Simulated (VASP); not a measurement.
# Gd (Im-3m) in VASP: relaxation of cell and atoms with PBE

Aim: the relaxation of cell and atoms of Gd with PBE.

Program: VASP 6.6.1. These are calculated values, not measurements. Logs are shortened: lines on timing, memory, paths and dates and some standing lists are left out, and cuts for length are marked.

## (1) The cell of the first run

It takes space group Im-3m (No. 229, cubic). The conventional cell has a = 3.436 Å, b = 3.436 Å, c = 3.436 Å, α = 90.00°, β = 90.00°, γ = 90.00°. Gd (site symmetry m-3m) has 14 Gd at 2.98 to 3.44 Å within 3.9 Å.

This isn't the form of Gd at room conditions, which is hcp.

## (2) Relaxation of cell and atoms, PBE, collinear spin, ferromagnetic start, target pressure 36 GPa, at which the enthalpy is minimised

The input, INCAR:

```
  PREC = Accurate
  ENCUT = 600
  EDIFF = 1E-6
  ISMEAR = -1
  SIGMA = 0.05
  LREAL = F
  LASPH = T
  NELM = 150
  ALGO = Normal
  ISIF = 3
  LWAVE = F
  LCHARG = F
  ISPIN = 2
  MAGMOM = 7
  LORBIT = 11
  LMAXMIX = 6
  GGA = PE
  IBRION = 2
  NSW = 32
  EDIFFG = -0.005
  PSTRESS = 360.0
```

The input, KPOINTS:

```
Automatic mesh
0
Gamma
  16 16 16
```

The input, POSCAR:

```
Gd
1.0
   -1.7179566054      1.7179566054      1.7179566054
    1.7179566054     -1.7179566054      1.7179566054
    1.7179566054      1.7179566054     -1.7179566054
Gd
1
Direct
    0.0000000000      0.0000000000      0.0000000000
```

Potentials or basis: VASP PAW PBE potentials, release 64 (Gd).

On the command line:

```console
$ cat potpaw_PBE.64/Gd/POTCAR > POTCAR
$ mpirun -np 1 vasp_std > vasp.out
```

OUTCAR:

```text
PREC = Accurate
   ENCUT = 600
   EDIFF = 1E-6
   ISMEAR = -1
   LREAL = F
   LASPH = T
   NELM = 150
   ISIF = 3
   ISPIN = 2
   LORBIT = 11
   GGA = PE
   IBRION = 2
   NSW = 32
   EDIFFG = -0.005
   PSTRESS = 360.0

 ion  position               nearest neighbor table
   1  0.000  0.000  0.000-

  LATTYP: Found a body centered cubic cell.
 ALAT       =     3.4359132108

  Lattice vectors:

 A1 = (  -1.7179566054,   1.7179566054,   1.7179566054)
 A2 = (   1.7179566054,  -1.7179566054,   1.7179566054)
 A3 = (   1.7179566054,   1.7179566054,  -1.7179566054)

Analysis of symmetry for initial positions (statically):
=====================================================================
 Subroutine PRICEL returns:
 Original cell was already a primitive cell.

 Routine SETGRP: Setting up the symmetry group for a
 body centered cubic supercell.

 Subroutine GETGRP returns: Found 48 space group operations
 (whereof 48 operations were pure point group operations)
 out of a pool of 48 trial point group operations.

The static configuration has the point symmetry O_h .

Analysis of symmetry for dynamics (positions and initial velocities):
=====================================================================
 Subroutine PRICEL returns:
 Original cell was already a primitive cell.

 Routine SETGRP: Setting up the symmetry group for a
 body centered cubic supercell.

 Subroutine GETGRP returns: Found 48 space group operations
 (whereof 48 operations were pure point group operations)
 out of a pool of 48 trial point group operations.

The dynamic configuration has the point symmetry O_h .

Analysis of structural, dynamic, and magnetic symmetry:
=====================================================================
 Subroutine PRICEL returns:
 Original cell was already a primitive cell.

 Routine SETGRP: Setting up the symmetry group for a
 body centered cubic supercell.

 Subroutine GETGRP returns: Found 48 space group operations
 (whereof 48 operations were pure point group operations)
 out of a pool of 48 trial point group operations.

The overall configuration has the point symmetry O_h .

 Subroutine INISYM returns: Found 48 space group operations
 (whereof 48 operations are pure point group operations),
 and found     1 'primitive' translations

----------------------------------------------------------------------------------------

                                     Primitive cell

  volume of cell :      20.2813

  direct lattice vectors                    reciprocal lattice vectors
    -1.717956605  1.717956605  1.717956605     0.000000000  0.291043440  0.291043440
     1.717956605 -1.717956605  1.717956605     0.291043440  0.000000000  0.291043440
     1.717956605  1.717956605 -1.717956605     0.291043440  0.291043440  0.000000000

  length of vectors
     2.975588126  2.975588126  2.975588126     0.411597580  0.411597580  0.411597580

  position of ions in fractional coordinates (direct lattice)
     0.000000000  0.000000000  0.000000000

  ion indices of the primitive-cell ions
   primitive index   ion index
                 1           1

----------------------------------------------------------------------------------------

 KPOINTS: Automatic mesh

Automatic generation of k-mesh.
 Grid dimensions read from file:
 generate k-points for:   16   16   16

 Generating k-lattice:

  Cartesian coordinates                     Fractional coordinates (reciprocal lattice)
     0.000000000  0.018190215  0.018190215     0.062500000  0.000000000  0.000000000
     0.018190215  0.000000000  0.018190215     0.000000000  0.062500000  0.000000000
     0.018190215  0.018190215  0.000000000     0.000000000  0.000000000  0.062500000

  Length of vectors
     0.025724849  0.025724849  0.025724849

  Shift w.r.t. Gamma in fractional coordinates (k-lattice)
     0.000000000  0.000000000  0.000000000

 Subroutine IBZKPT returns following result:
 ===========================================

 Found    145 irreducible k-points:

 Following reciprocal coordinates:
            Coordinates               Weight
  0.000000  0.000000  0.000000      1.000000
  0.062500  0.000000  0.000000     12.000000
  0.125000  0.000000  0.000000     12.000000
  0.187500  0.000000  0.000000     12.000000
  0.250000  0.000000  0.000000     12.000000
  0.312500  0.000000  0.000000     12.000000
[... 16 lines left out ...]
  0.187500  0.187500  0.000000     24.000000
  0.250000  0.187500 -0.000000     48.000000
 [... further k-points ...]
   k-points           NKPTS =    145   k-points in BZ     NKDIM =    145   number of bands    NBANDS=     17
   number of dos      NEDOS =    301   number of ions     NIONS =      1
   total plane-waves  NPLWV =  13824
   dimension x,y,z NGX =    24 NGY =   24 NGZ =   24
   dimension x,y,z NGXF=    48 NGYF=   48 NGZF=   48
   ions per type =               1
   NGX,Y,Z   is equivalent  to a cutoff of  13.41, 13.41, 13.41 a.u.
   NGXF,Y,Z  is equivalent  to a cutoff of  26.82, 26.82, 26.82 a.u.
 SYSTEM =  unknown system
   PREC   = accura    normal or accurate (medium, high low for compatibility)
   ISTART =      0    job   : 0-new  1-cont  2-samecut
   ICHARG =      2    charge: 1-file 2-atom 10-const
   ISPIN  =      2    spin polarized calculation?
   LNONCOLLINEAR =      F non collinear calculations
   LSORBIT =      F    spin-orbit coupling
   LASPH  =      T    aspherical Exc in radial PAW
   ENCUT  =  600.0 eV  44.10 Ry    6.64 a.u.   5.94  5.94  5.94*2*pi/ulx,y,z
   NELM   =    150;   NELMIN=  2; NELMDL= -5     # of ELM steps
   EDIFF  = 0.1E-05   stopping-criterion for ELM
   LREAL  =      F    real-space projection
   EDIFFG = -.5E-02   stopping-criterion for IOM
   NSW    =     32    number of steps for IOM
   IBRION =      2    ionic relax: 0-MD 1-quasi-New 2-CG
   NFREE  =      1    steps in history (QN), initial steepest desc. (CG)
   ISIF   =      3    stress and relaxation
   ISYM   =      2    0-nonsym 1-usesym 2-fastsym
   POTIM  = 0.5000    time-step for ionic-motion
   TEBEG  =    0.0;   TEEND  =   0.0 temperature during run
   PSTRESS=  360.0 pullay stress
   NELECT =      18.0000    total number of electrons
   NUPDOWN=      -1.0000    fix difference up-down
   EMIN   =  10.00;   EMAX   =-10.00  energy-range for DOS
   EFERMI =   0.00;   METHOD = LEGACY
   ISMEAR =    -1;   SIGMA  =   0.05  broadening in eV -4-tet -1-fermi 0-gaus
   EFERMI_NEDOS =   21; number of points for ismear=-14 and -15
   IALGO  =     38    algorithm
   IMIX   =      4    mixing-type and parameters
     AMIX     =   0.40;   BMIX     =  1.00
     AMIX_MAG =   1.60;   BMIX_MAG =  1.00
  volume/ion in A,a.u.               =      20.28       136.87
  Fermi-wavevector in a.u.,A,eV,Ry     =   1.573259  2.973028 33.676365  2.475143
  Thomas-Fermi vector in A             =   2.674570
   LORBIT       =     11    0 simple, 1 ext, 2 COOP (PROOUT), +10 PAW based schemes
   GGA     = PE    functional components
   LHFCALC =     F    Hartree Fock is set to
   AEXX    =    0.0000 exact exchange contribution
   IVDW    =     0    specifies the selected vdW correction
   LEPSILON=     F    determine dielectric tensor
   LRPA    =     F    only Hartree local field effects (RPA)
 conjugate gradient relaxation of ions
 spin polarized calculation
  energy-cutoff  :      600.00
  volume of cell :       20.28
 maximum number of plane-waves:       691
   NGX = 11   NGY = 11   NGZ = 11

--------------------------------------- Ionic step        1  -------------------------------------------

 number of electron      17.9999998 magnetization       7.4847191

 Free energy of the ion-electron system (eV)
  ---------------------------------------------------
  ext. energy  EPLUGINS =         0.00000000
  ---------------------------------------------------
  free energy    TOTEN  =       -10.58518733 eV

  energy without entropy =      -10.57466472  energy(sigma->0) =      -10.57992602

------------------------ aborting loop because EDIFF is reached ----------------------------------------

  FORCE on cell =-STRESS in cart. coord.  units (eV):
  Direction    XX          YY          ZZ          XY          YZ          ZX
  --------------------------------------------------------------------------------------
  -------------------------------------------------------------------------------------
  Total        4.6386239      4.6386239      4.6386239      0.0000000      0.0000000     -0.0000000
  in kB      366.4402640    366.4402640    366.4402640      0.0000000      0.0000000     -0.0000000
  external PRESSURE =       6.4402640 kB  Pullay stress =     360.0000000 kB

 VOLUME and BASIS-vectors are now :
 -----------------------------------------------------------------------------
  energy-cutoff  :      600.00
  volume of cell :       20.28
      direct lattice vectors                 reciprocal lattice vectors
    -1.717956605  1.717956605  1.717956605     0.000000000  0.291043440  0.291043440
     1.717956605 -1.717956605  1.717956605     0.291043440  0.000000000  0.291043440
     1.717956605  1.717956605 -1.717956605     0.291043440  0.291043440  0.000000000
[... 44 lines left out ...]
  FREE ENERGIE OF THE ION-ELECTRON SYSTEM (eV)
  ---------------------------------------------------
  free  energy   TOTEN  =       -10.6387851760 eV

  energy  without entropy=      -10.6283890929  energy(sigma->0) =      -10.63358713

  enthalpy is  TOTEN    =        -6.0277054409 eV   P V=        4.6110797350

--------------------------------------- Ionic step        3  -------------------------------------------

 number of electron      18.0000000 magnetization       7.4868904

 Free energy of the ion-electron system (eV)
  ---------------------------------------------------
  ext. energy  EPLUGINS =         0.00000000
  ---------------------------------------------------
  free energy    TOTEN  =       -10.60663082 eV

  energy without entropy =      -10.59616047  energy(sigma->0) =      -10.60139565

 E-fermi :   5.6815     XC(G=0): -12.3765

 val. band max:        5.6806328339   @ k =  -0.3750   0.3750   0.1875
 cond. band min:       5.6925452192   @ k =  -0.3125  -0.4375   0.0625
 fundamental gap:      0.0119123853
 Fermi energy:         5.6814755069

 spin component 1

 k-point     1 :       0.0000    0.0000    0.0000
  band No.  band energies     occupation
      1     -39.2128      1.00000
      2     -15.1647      1.00000
      3     -15.1647      1.00000
      4     -15.1647      1.00000
      5       0.5008      1.00000
      6       1.3236      1.00000
[... 9 lines left out ...]
     16      10.8474      0.00000
     17      10.8474      0.00000
[... 441 lines left out ...]
 k-point    24 :       0.2500    0.1875   -0.0000
  band No.  band energies     occupation
      1     -38.7952      1.00000
      2     -17.4233      1.00000
      3     -16.1226      1.00000
      4     -15.4338      1.00000
      5       1.4107      1.00000
      6       1.4540      1.00000
[... 9 lines left out ...]
     16      12.3361      0.00000
     17      14.6849      0.00000

 [... further k-points ...]

 spin component 2

 k-point     1 :       0.0000    0.0000    0.0000
  band No.  band energies     occupation
      1     -36.0590      1.00000
      2     -12.6796      1.00000
      3     -12.6796      1.00000
      4     -12.6796      1.00000
      5       1.6781      1.00000
      6       6.3928      0.00000
[... 9 lines left out ...]
     16      11.9423      0.00000
     17      11.9423      0.00000
[... 482 lines left out ...]
 POSITION                                       TOTAL-FORCE (eV/Angst)
 -----------------------------------------------------------------------------------
      0.00000      0.00000      0.00000         0.000000     -0.000000      0.000000
 -----------------------------------------------------------------------------------
    total drift:                                0.000000      0.000000      0.000000

  FREE ENERGIE OF THE ION-ELECTRON SYSTEM (eV)
  ---------------------------------------------------
  free  energy   TOTEN  =       -10.6066308173 eV

  energy  without entropy=      -10.5961604748  energy(sigma->0) =      -10.60139565

  enthalpy is  TOTEN    =        -6.0282070509 eV   P V=        4.5784237665

 reached required accuracy - stopping structural energy minimisation

 total charge

# of ion       s       p       d       f       tot
--------------------------------------------------
    1        2.100   5.524   0.957   6.988  15.569

 magnetization (x)

# of ion       s       p       d       f       tot
--------------------------------------------------
    1        0.011  -0.044   0.286   6.748   7.002
```

Wall time 3.6 min (1 thread of Intel Xeon 8259CL, shared host); peak memory 0.25 GiB.

What came out:

```
Free energy                                                : -10.6066 eV
Relaxed volume                                             : 20.38 Å³/atom
Relaxed cell                                               : a = 2.980 Å, b = 2.980 Å, c = 2.980 Å, α = 109.47°, β = 109.47°, γ = 109.47°
Space group after relaxing (to 0.1 Å)                      : Im-3m (No. 229)
Energy change on relaxing (the run minimises the enthalpy) : -21.4 meV/atom
Ionic steps                                                : 3
Pressure after relaxing                                    : 36.0 GPa
Net moment                                                 : 7.49 μB per cell
Site moments                                               : Gd +7.00 μB
Valence electrons inside the program's atomic spheres      : Gd 15.57
```

The path:
| step | energy change (eV) | largest force (eV/Å) | pressure (GPa) | volume (Å³) |
| --- | --- | --- | --- | --- |
| 1 | 0.0000 | 0.0000 | 36.64 | 20.28 |
| 2 | -0.0536 | 0.0000 | 34.65 | 20.52 |
| 3 | -0.0214 | 0.0000 | 35.98 | 20.38 |

Final structure:
```xyz
1
Lattice="-1.7206 1.7206 1.7206 1.7206 -1.7206 1.7206 1.7206 1.7206 -1.7206" Properties=species:S:1:pos:R:3 pbc="T T T"
Gd    0.0000    0.0000    0.0000
```

Levels at points of the mesh, in eV from the Fermi level:
Spin up:
| k point | band 11 | band 12 | band 13 | band 14 | band 15 | band 16 |
| --- | --- | --- | --- | --- | --- | --- |
| (0.00, 0.00, 0.00) | -3.91 | -3.80 | 1.60 | 1.60 | 1.60 | 5.17 |
| (0.50, 0.00, 0.00) | -3.86 | -3.52 | -1.12 | 4.45 | 5.47 | 6.63 |
| (0.50, 0.50, 0.50) | -3.87 | -3.81 | -3.81 | 9.05 | 9.05 | 9.05 |
Spin down:
```tsv
k point	band 1	band 2	band 3	band 4	band 5	band 6	band 7	band 8	band 9	band 10
(0.00, 0.00, 0.00)	-41.74	-18.36	-18.36	-18.36	-4.00	0.71	0.71	0.71	1.54	1.54
(0.50, 0.00, 0.00)	-41.18	-21.58	-19.33	-18.45	-2.47	0.13	0.75	0.96	1.15	1.39
(0.50, 0.50, 0.50)	-40.81	-20.46	-20.46	-20.46	-2.98	-2.98	0.90	1.16	1.16	1.16
```

Caveat: the cell is relaxed towards a set pressure, so the run minimises the enthalpy, not the energy; spin-orbit coupling is left out, which moves the levels of the heavy elements; semilocal functionals describe open f shells poorly, which spoils levels, moments and volumes.
